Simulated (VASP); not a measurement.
# BN (P3m1) in VASP: a series of runs, part 2 of 2

VASP 6.6.1. Earlier steps stand in the parts before.

## (3) Single point, r2SCAN (atom 1 (B) moved +0.050 Å along Cartesian [0 0 1])

Input file POSCAR:

```
BN
1.0
    2.5539396017      0.0000000000      0.0000000000
   -1.2769698009      2.2117765748      0.0000000000
    0.0000000000      0.0000000000      4.2268550000
B N
2 2
Direct
    0.6666666667      0.3333333333      1.0115531259
    0.3333333333      0.6666666667      0.4997240000
    0.6666666667      0.3333333333      0.6252760000
    0.3333333333      0.6666666667      0.1252760000
```

Input file INCAR.step1:

```
PREC = Accurate
ENCUT = 520
ISMEAR = 0
SIGMA = 0.05
LREAL = False
LASPH = True
NELM = 60
NBANDS = 16
GGA = PE
ALGO = Normal
EDIFF = 1E-4
LWAVE = True
LCHARG = False
```

Input file INCAR.step2:

```
PREC = Accurate
ENCUT = 520
EDIFF = 1E-7
ISMEAR = 0
SIGMA = 0.05
LREAL = False
LASPH = True
NELM = 60
ALGO = Normal
ISIF = 2
LWAVE = False
LCHARG = False
METAGGA = R2SCAN
LMIXTAU = True
NBANDS = 16
ISTART = 1
```

Input file KPOINTS:

```
Automatic mesh
0
Gamma
  12 12 6
```

Potentials or basis: VASP PAW PBE potentials, release 64 (B, N).

Launch:

```
> cat potpaw_PBE.64/B/POTCAR potpaw_PBE.64/N/POTCAR > POTCAR
> cp INCAR.step1 INCAR
> mpirun -np 1 vasp_std > vasp.out
> cp INCAR.step2 INCAR
> mpirun -np 1 vasp_std > vasp.out
```

OUTCAR:

```text
PREC = Accurate
   ENCUT = 520
   EDIFF = 1E-7
   ISMEAR = 0
   LREAL = False
   LASPH = True
   NELM = 60
   ISIF = 2
   METAGGA = R2SCAN
   ISTART = 1

 ion  position               nearest neighbor table
   1  0.667  0.333  0.012-   4 1.55   4 1.55   4 1.55   3 1.63
   2  0.333  0.667  0.500-   3 1.57   3 1.57   3 1.57   4 1.58
   3  0.667  0.333  0.625-   2 1.57   2 1.57   2 1.57   1 1.63
   4  0.333  0.667  0.125-   1 1.55   1 1.55   1 1.55   2 1.58

  LATTYP: Found a hexagonal cell.
 ALAT       =     2.5539396017
 C/A-ratio  =     1.6550332659

  Lattice vectors:

 A1 = (   2.5539396017,   0.0000000000,   0.0000000000)
 A2 = (  -1.2769698009,   2.2117765748,   0.0000000000)
 A3 = (   0.0000000000,   0.0000000000,   4.2268550000)

Analysis of symmetry for initial positions (statically):
=====================================================================
 Subroutine PRICEL returns:
 Original cell was already a primitive cell.

 Routine SETGRP: Setting up the symmetry group for a
 hexagonal supercell.

 Subroutine GETGRP returns: Found  6 space group operations
 (whereof  6 operations were pure point group operations)
 out of a pool of 24 trial point group operations.

The static configuration has the point symmetry C_3v.

Analysis of symmetry for dynamics (positions and initial velocities):
=====================================================================
 Subroutine PRICEL returns:
 Original cell was already a primitive cell.

 Routine SETGRP: Setting up the symmetry group for a
 hexagonal supercell.

 Subroutine GETGRP returns: Found  6 space group operations
 (whereof  6 operations were pure point group operations)
 out of a pool of 24 trial point group operations.

The dynamic configuration has the point symmetry C_3v.

 Subroutine INISYM returns: Found  6 space group operations
[... 120 lines left out ...]
     AMIX     =   0.40;   BMIX     =  1.00
     AMIX_MAG =   1.60;   BMIX_MAG =  1.00
  volume/ion in A,a.u.               =       5.97        40.28
  Fermi-wavevector in a.u.,A,eV,Ry     =   1.432600  2.707222 27.923836  2.052344
  Thomas-Fermi vector in A             =   2.552210
   LORBIT       =      0    0 simple, 1 ext, 2 COOP (PROOUT), +10 PAW based schemes
   METAGGA = R2SCAN    functional components
   LHFCALC =     F    Hartree Fock is set to
   AEXX    =    0.0000 exact exchange contribution
   IVDW    =     0    specifies the selected vdW correction
   LEPSILON=     F    determine dielectric tensor
   LRPA    =     F    only Hartree local field effects (RPA)
 non-spin polarized calculation
 Gauss-broadening in eV      SIGMA  =   0.05
  energy-cutoff  :      520.00
  volume of cell :       23.88
 maximum number of plane-waves:       660
 NGX is ok and might be reduce to    20
   NGX =  9   NGY =  9   NGZ = 15

 number of electron      16.0000000 magnetization

 Free energy of the ion-electron system (eV)
  ---------------------------------------------------
  ext. energy  EPLUGINS =         0.00000000
  ---------------------------------------------------
  free energy    TOTEN  =       -38.22392206 eV

  energy without entropy =      -38.22392206  energy(sigma->0) =      -38.22392206

 E-fermi :   7.4936     XC(G=0): -13.5784

 val. band max:        7.2537833412   @ k =   0.0000   0.0000   0.0000
 cond. band min:      13.2689958616   @ k =   0.3333   0.3333   0.0000
 fundamental gap:      6.0152125204
 Fermi energy:         7.4936126915

 k-point     1 :       0.0000    0.0000    0.0000
  band No.  band energies     occupation
      1     -14.0993      2.00000
      2      -9.8847      2.00000
      3      -3.8743      2.00000
      4       4.9848      2.00000
      5       4.9848      2.00000
      6       7.1894      2.00000
[... 433 lines left out ...]
      3      -2.4716      2.00000
      4       2.7145      2.00000
      5       4.1426      2.00000
      6       4.7032      2.00000
[... 8 lines left out ...]
     15      21.2840      0.00000
     16      23.4988      0.00000

 [... further k-points ...]

------------------------ aborting loop because EDIFF is reached ----------------------------------------

  FORCE on cell =-STRESS in cart. coord.  units (eV):
  Direction    XX          YY          ZZ          XY          YZ          ZX
  --------------------------------------------------------------------------------------
  -------------------------------------------------------------------------------------
  Total       -0.4600938     -0.4600938     -0.4409249      0.0000000      0.0000000     -0.0000000
  in kB      -30.8736362    -30.8736362    -29.5873458      0.0000000      0.0000000     -0.0000000
  external PRESSURE =     -30.4448727 kB  Pullay stress =       0.0000000 kB

 VOLUME and BASIS-vectors are now :
 -----------------------------------------------------------------------------
  energy-cutoff  :      520.00
  volume of cell :       23.88
      direct lattice vectors                 reciprocal lattice vectors
     2.553939602  0.000000000  0.000000000     0.391551938  0.226062617  0.000000000
    -1.276969801  2.211776575  0.000000000     0.000000000  0.452125233  0.000000000
     0.000000000  0.000000000  4.226855000     0.000000000  0.000000000  0.236582518

 POSITION                                       TOTAL-FORCE (eV/Angst)
 -----------------------------------------------------------------------------------
      1.27697      0.73726      0.04883         0.000000      0.000000     -1.601071
     -0.00000      1.47452      2.11226         0.000000      0.000000      0.631875
      1.27697      0.73726      2.64295        -0.000000     -0.000000      0.260724
     -0.00000      1.47452      0.52952         0.000000      0.000000      0.708472
 -----------------------------------------------------------------------------------
    total drift:                                0.000000     -0.000000      0.000399

  FREE ENERGIE OF THE ION-ELECTRON SYSTEM (eV)
  ---------------------------------------------------
  free  energy   TOTEN  =       -38.2239220636 eV

  energy  without entropy=      -38.2239220636  energy(sigma->0) =      -38.22392206
```

Wall time 1.8 min (1 thread of Intel Xeon 6975P-C, shared host); peak memory 0.15 GiB.

What came out:

| Quantity | Value |
| --- | --- |
| Free energy | -38.2239 eV |
| Pressure | -3.0 GPa |
| Largest force | 1.601 eV/Å |
| Band gap on the k mesh | 6.02 eV, indirect (least direct gap 8.96 eV) |

Forces on the atoms (eV/Å):
```
B    0.000  0.000 -1.601
B    0.000  0.000  0.632
N    0.000  0.000  0.261
N    0.000  0.000  0.708
```

Caveat: the cell differs from its parent crystal (atom 1 (B) moved +0.050 Å along Cartesian [0 0 1]); the PAW data sets were made with another functional, which shifts forces and pressure a little.

## (4) Single point, r2SCAN (atom 1 (B) moved +0.100 Å along Cartesian [0 0 1])

POSCAR: that of step 3 with these lines changed.

```diff
@@ -8,3 +8,3 @@
 Direct
-    0.6666666667      0.3333333333      1.0115531259
+    0.6666666667      0.3333333333      1.0233822518
     0.3333333333      0.6666666667      0.4997240000
```

Input file INCAR.step1:

```
PREC     = Accurate       # precision mode
ENCUT    = 520            # plane-wave cutoff, eV
ISMEAR   = 0              # smearing method
SIGMA    = 0.05           # smearing width, eV
LREAL    = False          # projectors in reciprocal space
LASPH    = True           # aspherical terms in the spheres
NELM     = 100            # most SCF steps
NBANDS   = 16             # bands
GGA      = PE             # functional
ALGO     = Normal         # electronic algorithm
EDIFF    = 1E-4           # SCF threshold, eV
LWAVE    = True           # write WAVECAR
LCHARG   = False          # write CHGCAR
```

Input file INCAR.step2:

```
PREC     = Accurate       # precision mode
ENCUT    = 520            # plane-wave cutoff, eV
EDIFF    = 1E-6           # SCF threshold, eV
ISMEAR   = 0              # smearing method
SIGMA    = 0.05           # smearing width, eV
LREAL    = False          # projectors in reciprocal space
LASPH    = True           # aspherical terms in the spheres
NELM     = 100            # most SCF steps
ALGO     = Normal         # electronic algorithm
ISIF     = 2              # what is computed and relaxed
LWAVE    = False          # write WAVECAR
LCHARG   = True           # write CHGCAR
METAGGA  = R2SCAN         # meta-GGA
LMIXTAU  = True         
LELF     = True           # ELF
LVHAR    = True         
NBANDS   = 16             # bands
ISTART   = 1
```

KPOINTS is that of step 3.

Launch:

```
> cat potpaw_PBE.64/B/POTCAR potpaw_PBE.64/N/POTCAR > POTCAR
> cp INCAR.step1 INCAR
> mpirun -np 1 vasp_std > vasp.out
> cp INCAR.step2 INCAR
> mpirun -np 1 vasp_std > vasp.out
```

Run time: 92 s. Hardware: 1 thread of Intel Xeon 6975P-C, shared host; peak memory 0.16 GiB.

It converged, with:

```
Free energy            : -38.1087 eV
Pressure               : -1.8 GPa
Largest force          : 2.965 eV/Å
Band gap on the k mesh : 6.04 eV, indirect (least direct gap 8.63 eV)
```

Forces on the atoms (eV/Å):
```
B    0.000  0.000 -2.965
B    0.000  0.000  1.236
N    0.000  0.000  0.363
N    0.000  0.000  1.367
```

Stress tensor (GPa, compression positive):
```
-2.34  0.00  0.00
 0.00 -2.34  0.00
 0.00  0.00 -0.64
```

Levels at points of the mesh, in eV from the valence-band top:
```csv
k point,band 5,band 6,band 7,band 8,band 9,band 10,band 11,band 12
"(0.00, 0.00, 0.00)",-2.70,-0.31,-0.31,0.00,8.63,8.88,8.88,9.74
"(0.50, 0.00, 0.00)",-7.17,-5.62,-4.30,-2.60,6.96,8.47,11.80,11.90
"(0.00, 0.00, 0.50)",-2.20,-2.20,-1.00,-1.00,9.42,10.07,10.07,10.27
"(0.50, 0.00, 0.50)",-4.90,-3.98,-3.70,-3.22,6.50,7.10,9.98,10.40
```

Caveat: the cell differs from its parent crystal (atom 1 (B) moved +0.100 Å along Cartesian [0 0 1]); the PAW data sets were made with another functional, which shifts forces and pressure a little. A k mesh can miss the band edges.

## (5) Single point, r2SCAN (atom 1 (B) moved -0.050 Å along Cartesian [0 0 1])

POSCAR: that of step 4 with these lines changed.

```diff
@@ -8,3 +8,3 @@
 Direct
-    0.6666666667      0.3333333333      1.0233822518
+    0.6666666667      0.3333333333      0.9878948741
     0.3333333333      0.6666666667      0.4997240000
```

Input file INCAR.step1:

```
SYSTEM = BN
PREC     = Accurate       ! precision mode
ENCUT    = 520            ! plane-wave cutoff, eV
ISMEAR   = 0              ! smearing method
SIGMA    = 0.05           ! smearing width, eV
LREAL    = .FALSE.        ! projectors in reciprocal space
LASPH    = .TRUE.         ! aspherical terms in the spheres
NELM     = 80             ! most SCF steps
NBANDS   = 16             ! bands
GGA      = PE             ! functional
ALGO     = Normal         ! electronic algorithm
EDIFF    = 1E-4           ! SCF threshold, eV
LWAVE    = .TRUE.         ! write WAVECAR
LCHARG   = .FALSE.        ! write CHGCAR
```

Input file INCAR.step2:

```
SYSTEM = BN
PREC     = Accurate       ! precision mode
ENCUT    = 520            ! plane-wave cutoff, eV
EDIFF    = 1E-6           ! SCF threshold, eV
ISMEAR   = 0              ! smearing method
SIGMA    = 0.05           ! smearing width, eV
LREAL    = .FALSE.        ! projectors in reciprocal space
LASPH    = .TRUE.         ! aspherical terms in the spheres
NELM     = 80             ! most SCF steps
ALGO     = Normal         ! electronic algorithm
ISIF     = 2              ! what is computed and relaxed
LWAVE    = .FALSE.        ! write WAVECAR
LCHARG   = .FALSE.        ! write CHGCAR
METAGGA  = R2SCAN         ! meta-GGA
LMIXTAU  = .TRUE.       
NBANDS   = 16             ! bands
ISTART   = 1
```

Input file KPOINTS:

```
Automatic mesh
0
G
  12 12 6
  0 0 0
```

Launch:

```
> cat potpaw_PBE.64/B/POTCAR potpaw_PBE.64/N/POTCAR > POTCAR
> cp INCAR.step1 INCAR
> mpirun -np 1 vasp_std > vasp.out
> cp INCAR.step2 INCAR
> mpirun -np 1 vasp_std > vasp.out
```

Run time: 88 s. Hardware: 1 thread of Intel Xeon 6975P-C, shared host; peak memory 0.16 GiB.

It converged, with:

| Quantity | Value |
| --- | --- |
| Free energy | -38.2172 eV |
| Pressure | -3.5 GPa |
| Largest force | 1.918 eV/Å |
| Band gap on the k mesh | 5.27 eV, indirect (least direct gap 8.67 eV) |

Forces on the atoms (eV/Å):
```
B    0.000  0.000  1.918
B    0.000  0.000 -0.595
N    0.000  0.000 -0.527
N    0.000  0.000 -0.797
```

Stress tensor (GPa, compression positive):
```
-3.36  0.00  0.00
 0.00 -3.36  0.00
 0.00  0.00 -3.79
```

Levels at points of the mesh, in eV from the valence-band top:
```
           k point  band 5  band 6  band 7  band 8  band 9  band 10  band 11  band 12
(0.00, 0.00, 0.00)   -2.34   -0.72    0.00    0.00    8.79     8.79     9.31     9.90
(0.50, 0.00, 0.00)   -7.42   -5.27   -4.83   -2.14    7.09     8.26    10.76    11.84
(0.00, 0.00, 0.50)   -1.61   -1.61   -0.97   -0.97    9.74    10.25    10.29    10.29
(0.50, 0.00, 0.50)   -4.27   -4.19   -3.82   -3.62    6.85     7.07    10.49    10.71
```

Caveat: the cell differs from its parent crystal (atom 1 (B) moved -0.050 Å along Cartesian [0 0 1]); the PAW data sets were made with another functional, which shifts forces and pressure a little. A k mesh can miss the band edges.
